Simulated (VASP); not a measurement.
# Nb (Im-3m) in VASP: single point with PBE

Aim: the single point of Nb with PBE.

Program: VASP 6.6.1. These are calculated values, not measurements. Logs are shortened: lines on timing, memory, paths and dates and some standing lists are left out, and cuts for length are marked.

## Step 1: The cell of the first run

The structure is cubic, space group Im-3m (No. 229). Conventional cell: a = 3.328 Å, b = 3.328 Å, c = 3.328 Å, α = 90.00°, β = 90.00°, γ = 90.00°. Within 3.8 Å of Nb (site symmetry m-3m) lie 14 Nb at 2.88 to 3.33 Å.

## Step 2: Single point, PBE, non-collinear spin, zero start, spin-orbit coupling

Contents of INCAR:

```
PREC = Accurate
ENCUT = 520
EDIFF = 1E-6
ISMEAR = -1
SIGMA = 0.03
LREAL = False
LASPH = True
NELM = 150
ALGO = Normal
ISIF = 2
LWAVE = False
LCHARG = False
MAGMOM = 0 0 0
LORBIT = 11
LSORBIT = True
GGA_COMPAT = False
LORBMOM = True
LMAXMIX = 4
GGA = PE
NBANDS = 24
```

Contents of KPOINTS:

```
Automatic mesh
0
Gamma
  15 15 15
```

Contents of POSCAR:

```
Nb
1.0
   -1.6639500000      1.6639500000      1.6639500000
    1.6639500000     -1.6639500000      1.6639500000
    1.6639500000      1.6639500000     -1.6639500000
Nb
1
Direct
    0.0000000000      0.0000000000      0.0000000000
```

Potentials or basis: VASP PAW PBE potentials, release 64 (Nb_sv).

Started as:

```
cat potpaw_PBE.64/Nb_sv/POTCAR > POTCAR
mpirun -np 1 vasp_ncl > vasp.out
```

OUTCAR:

```text
PREC = Accurate
   ENCUT = 520
   EDIFF = 1E-6
   ISMEAR = -1
   LREAL = False
   LASPH = True
   NELM = 150
   ISIF = 2
   LORBIT = 11
   LSORBIT = True
   GGA = PE

 ion  position               nearest neighbor table
   1  0.000  0.000  0.000-

  LATTYP: Found a body centered cubic cell.
 ALAT       =     3.3279000000

  Lattice vectors:

 A1 = (  -1.6639500000,   1.6639500000,   1.6639500000)
 A2 = (   1.6639500000,  -1.6639500000,   1.6639500000)
 A3 = (   1.6639500000,   1.6639500000,  -1.6639500000)

Analysis of symmetry for initial positions (statically):
=====================================================================
 Subroutine PRICEL returns:
 Original cell was already a primitive cell.

 Routine SETGRP: Setting up the symmetry group for a
 body centered cubic supercell.

 Subroutine GETGRP returns: Found 48 space group operations
 (whereof 48 operations were pure point group operations)
 out of a pool of 48 trial point group operations.

The static configuration has the point symmetry O_h .

Analysis of symmetry for dynamics (positions and initial velocities):
=====================================================================
 Subroutine PRICEL returns:
 Original cell was already a primitive cell.

 Routine SETGRP: Setting up the symmetry group for a
 body centered cubic supercell.

 Subroutine GETGRP returns: Found 48 space group operations
 (whereof 48 operations were pure point group operations)
 out of a pool of 48 trial point group operations.

The dynamic configuration has the point symmetry O_h .

Analysis of structural, dynamic, and magnetic symmetry:
=====================================================================
 Subroutine PRICEL returns:
 Original cell was already a primitive cell.

 Routine SETGRP: Setting up the symmetry group for a
 body centered cubic supercell.

 Subroutine GETGRP returns: Found 48 space group operations
 (whereof 48 operations were pure point group operations)
 out of a pool of 48 trial point group operations.

The overall configuration has the point symmetry O_h .

 Subroutine INISYM returns: Found 48 space group operations
 (whereof 48 operations are pure point group operations),
 and found     1 'primitive' translations

----------------------------------------------------------------------------------------

                                     Primitive cell

  volume of cell :      18.4281

  direct lattice vectors                    reciprocal lattice vectors
    -1.663950000  1.663950000  1.663950000     0.000000000  0.300489798  0.300489798
     1.663950000 -1.663950000  1.663950000     0.300489798  0.000000000  0.300489798
     1.663950000  1.663950000 -1.663950000     0.300489798  0.300489798  0.000000000

  length of vectors
     2.882045941  2.882045941  2.882045941     0.424956748  0.424956748  0.424956748

  position of ions in fractional coordinates (direct lattice)
     0.000000000  0.000000000  0.000000000

  ion indices of the primitive-cell ions
   primitive index   ion index
                 1           1

----------------------------------------------------------------------------------------

 KPOINTS: Automatic mesh

Automatic generation of k-mesh.
 Grid dimensions read from file:
 generate k-points for:   15   15   15

 Generating k-lattice:

  Cartesian coordinates                     Fractional coordinates (reciprocal lattice)
     0.000000000  0.020032653  0.020032653     0.066666667  0.000000000  0.000000000
     0.020032653  0.000000000  0.020032653     0.000000000  0.066666667  0.000000000
     0.020032653  0.020032653  0.000000000     0.000000000  0.000000000  0.066666667

  Length of vectors
     0.028330450  0.028330450  0.028330450

  Shift w.r.t. Gamma in fractional coordinates (k-lattice)
     0.000000000  0.000000000  0.000000000

 Subroutine IBZKPT returns following result:
 ===========================================

 Found    120 irreducible k-points:

 Following reciprocal coordinates:
            Coordinates               Weight
  0.000000  0.000000  0.000000      1.000000
  0.066667  0.000000  0.000000     12.000000
  0.133333  0.000000  0.000000     12.000000
  0.200000  0.000000  0.000000     12.000000
  0.266667  0.000000  0.000000     12.000000
  0.333333  0.000000  0.000000     12.000000
[... 16 lines left out ...]
  0.333333  0.200000 -0.000000     48.000000
  0.400000  0.200000  0.000000     24.000000
 [... further k-points ...]
   k-points           NKPTS =    120   k-points in BZ     NKDIM =    120   number of bands    NBANDS=     24
   number of dos      NEDOS =    301   number of ions     NIONS =      1
   total plane-waves  NPLWV =  13824
   dimension x,y,z NGX =    24 NGY =   24 NGZ =   24
   dimension x,y,z NGXF=    48 NGYF=   48 NGZF=   48
   ions per type =               1
   NGX,Y,Z   is equivalent  to a cutoff of  13.84, 13.84, 13.84 a.u.
   NGXF,Y,Z  is equivalent  to a cutoff of  27.69, 27.69, 27.69 a.u.
 SYSTEM =  unknown system
   PREC   = accura    normal or accurate (medium, high low for compatibility)
   ISTART =      0    job   : 0-new  1-cont  2-samecut
   ICHARG =      2    charge: 1-file 2-atom 10-const
   ISPIN  =      1    spin polarized calculation?
   LNONCOLLINEAR =      T non collinear calculations
   LSORBIT =      T    spin-orbit coupling
   LASPH  =      T    aspherical Exc in radial PAW
   ENCUT  =  520.0 eV  38.22 Ry    6.18 a.u.   5.36  5.36  5.36*2*pi/ulx,y,z
   NELM   =    150;   NELMIN=  2; NELMDL= -5     # of ELM steps
   EDIFF  = 0.1E-05   stopping-criterion for ELM
   LREAL  =      F    real-space projection
   EDIFFG = 0.1E-04   stopping-criterion for IOM
   NSW    =      0    number of steps for IOM
   IBRION =     -1    ionic relax: 0-MD 1-quasi-New 2-CG
   NFREE  =      0    steps in history (QN), initial steepest desc. (CG)
   ISIF   =      2    stress and relaxation
   ISYM   =      2    0-nonsym 1-usesym 2-fastsym
   POTIM  = 0.5000    time-step for ionic-motion
   TEBEG  =    0.0;   TEEND  =   0.0 temperature during run
   PSTRESS=    0.0 pullay stress
   NELECT =      13.0000    total number of electrons
   NUPDOWN=      -1.0000    fix difference up-down
   EMIN   =  10.00;   EMAX   =-10.00  energy-range for DOS
   EFERMI =   0.00;   METHOD = LEGACY
   ISMEAR =    -1;   SIGMA  =   0.03  broadening in eV -4-tet -1-fermi 0-gaus
   EFERMI_NEDOS =   21; number of points for ismear=-14 and -15
   IALGO  =     38    algorithm
   IMIX   =      4    mixing-type and parameters
     AMIX     =   0.40;   BMIX     =  1.00
     AMIX_MAG =   1.60;   BMIX_MAG =  1.00
  volume/ion in A,a.u.               =      18.43       124.36
  Fermi-wavevector in a.u.,A,eV,Ry     =   1.457345  2.753983 28.896790  2.123854
  Thomas-Fermi vector in A             =   2.574157
   LORBIT       =     11    0 simple, 1 ext, 2 COOP (PROOUT), +10 PAW based schemes
   GGA     = PE    functional components
   LHFCALC =     F    Hartree Fock is set to
   AEXX    =    0.0000 exact exchange contribution
   IVDW    =     0    specifies the selected vdW correction
   LEPSILON=     F    determine dielectric tensor
   LRPA    =     F    only Hartree local field effects (RPA)
  energy-cutoff  :      520.00
  volume of cell :       18.43
 maximum number of plane-waves:      1062
 NGX is ok and might be reduce to    24
   NGX = 11   NGY = 11   NGZ = 11

 number of electron      13.0000000 magnetization       0.0000000      0.0000000      0.0000000

 number of electron      12.9999999 magnetization       0.0000000     -0.0000000      0.0000000

 number of electron      12.9999999 magnetization      -0.0000000      0.0000000     -0.0000000

 Free energy of the ion-electron system (eV)
  ---------------------------------------------------
  ext. energy  EPLUGINS =         0.00000000
  ---------------------------------------------------
  free energy    TOTEN  =       -10.30227415 eV

  energy without entropy =      -10.29693154  energy(sigma->0) =      -10.29960285

 E-fermi :  10.8727     XC(G=0): -12.3830

 val. band max:       10.8701464154   @ k =  -0.2000   0.2000   0.2000
 cond. band min:      10.8774198526   @ k =  -0.4000  -0.4667   0.0667
 fundamental gap:      0.0072734372
 Fermi energy:        10.8727049210

 k-point     1 :       0.0000    0.0000    0.0000
  band No.  band energies     occupation
      1     -43.5392      1.00000
      2     -43.5392      1.00000
      3     -20.3201      1.00000
      4     -20.3201      1.00000
      5     -18.1830      1.00000
      6     -18.1830      1.00000
[... 16 lines left out ...]
     23      25.0184      0.00000
     24      25.0184      0.00000

 k-point     2 :       0.0667    0.0000    0.0000
  band No.  band energies     occupation
      1     -43.5297      1.00000
      2     -43.5297      1.00000
      3     -20.3428      1.00000
      4     -20.3428      1.00000
      5     -18.2285      1.00000
      6     -18.2285      1.00000
[... 16 lines left out ...]
     23      25.3277      0.00000
     24      25.3312      0.00000

 k-point     3 :       0.1333    0.0000    0.0000
  band No.  band energies     occupation
      1     -43.5028      1.00000
      2     -43.5028      1.00000
      3     -20.4096      1.00000
      4     -20.4096      1.00000
      5     -18.3532      1.00000
      6     -18.3532      1.00000
[... 16 lines left out ...]
     23      26.2143      0.00000
     24      26.2288      0.00000
[... 514 lines left out ...]
 k-point    23 :       0.3333    0.2000   -0.0000
  band No.  band energies     occupation
      1     -43.3060      1.00000
      2     -43.3060      1.00000
      3     -20.9149      1.00000
      4     -20.9149      1.00000
      5     -19.0568      1.00000
      6     -19.0568      1.00000
[... 16 lines left out ...]
     23      23.9363      0.00000
     24      23.9363      0.00000

 k-point    24 :       0.4000    0.2000    0.0000
  band No.  band energies     occupation
      1     -43.2980      1.00000
      2     -43.2980      1.00000
      3     -20.9337      1.00000
      4     -20.9337      1.00000
      5     -19.0837      1.00000
      6     -19.0837      1.00000
[... 16 lines left out ...]
     23      23.5178      0.00000
     24      23.5178      0.00000

 [... further k-points ...]
[... 5 lines left out ...]
  --------------------------------------------------------------------------------------
  -------------------------------------------------------------------------------------
  Total       -0.3243413     -0.3243413     -0.3243413     -0.0000000     -0.0000000     -0.0000000
  in kB      -28.1988899    -28.1988899    -28.1988899     -0.0000000     -0.0000000     -0.0000000
  external PRESSURE =     -28.1988899 kB  Pullay stress =       0.0000000 kB

 VOLUME and BASIS-vectors are now :
 -----------------------------------------------------------------------------
  energy-cutoff  :      520.00
  volume of cell :       18.43
      direct lattice vectors                 reciprocal lattice vectors
    -1.663950000  1.663950000  1.663950000     0.000000000  0.300489798  0.300489798
     1.663950000 -1.663950000  1.663950000     0.300489798  0.000000000  0.300489798
     1.663950000  1.663950000 -1.663950000     0.300489798  0.300489798  0.000000000

 POSITION                                       TOTAL-FORCE (eV/Angst)
 -----------------------------------------------------------------------------------
      0.00000      0.00000      0.00000         0.000000     -0.000000      0.000000
 -----------------------------------------------------------------------------------
    total drift:                                0.000000      0.000000      0.000000

  FREE ENERGIE OF THE ION-ELECTRON SYSTEM (eV)
  ---------------------------------------------------
  free  energy   TOTEN  =       -10.3022741520 eV

  energy  without entropy=      -10.2969315433  energy(sigma->0) =      -10.29960285

 orbital moment (x)

 # of ion     p       d       tot
 ----------------------------------------
  1         0.000   0.000   0.000
 ----------------------------------------
            0.000   0.000   0.000

 orbital moment (y)

 # of ion     p       d       tot
 ----------------------------------------
  1         0.000   0.000   0.000
 ----------------------------------------
            0.000   0.000   0.000

 orbital moment (z)

 # of ion     p       d       tot
 ----------------------------------------
  1         0.000   0.000   0.000
 ----------------------------------------
            0.000   0.000   0.000

 Spin-Orbit-Coupling matrix elements

 Ion:    1  E_soc:     -0.1754100
 l=   1
     0.0000000    -0.0268373    -0.0268373
    -0.0268373     0.0000000    -0.0268373
    -0.0268373    -0.0268373     0.0000000
 l=   2
     0.0000000    -0.0006283     0.0000000    -0.0006283    -0.0017693
    -0.0006283     0.0000000    -0.0013270    -0.0006283    -0.0004423
     0.0000000    -0.0013270     0.0000000    -0.0013270     0.0000000
    -0.0006283    -0.0006283    -0.0013270     0.0000000    -0.0004423
    -0.0017693    -0.0004423     0.0000000    -0.0004423     0.0000000
 l=   3
     0.0000000     0.0000000     0.0000000     0.0000000     0.0000000     0.0000000     0.0000000
     0.0000000     0.0000000     0.0000000     0.0000000     0.0000000     0.0000000     0.0000000
     0.0000000     0.0000000     0.0000000     0.0000000     0.0000000     0.0000000     0.0000000
     0.0000000     0.0000000     0.0000000     0.0000000     0.0000000     0.0000000     0.0000000
     0.0000000     0.0000000     0.0000000     0.0000000     0.0000000     0.0000000     0.0000000
     0.0000000     0.0000000     0.0000000     0.0000000     0.0000000     0.0000000     0.0000000
     0.0000000     0.0000000     0.0000000     0.0000000     0.0000000     0.0000000     0.0000000

 total charge

# of ion       s       p       d       tot
------------------------------------------
    1        2.219   5.996   2.476  10.691

 magnetization (x)

# of ion       s       p       d       tot
------------------------------------------
    1        0.000  -0.000   0.000   0.000

 magnetization (y)

# of ion       s       p       d       tot
------------------------------------------
    1        0.000  -0.000  -0.000   0.000

 magnetization (z)

# of ion       s       p       d       tot
------------------------------------------
    1        0.000  -0.000   0.000   0.000
```

Wall time 3.3 min (1 thread of Intel Xeon 8259CL, shared host); peak memory 0.24 GiB.

What came out:

```yaml
Free_energy: -10.3023 eV
Pressure: -2.8 GPa
Net_moment: 0.00 μB per cell
Valence_electrons_inside_the_program's_atomic_spheres: Nb 10.69
```

Moments on the atoms (μB; x, y, z):
```
Nb  0.00 0.00 0.00
```
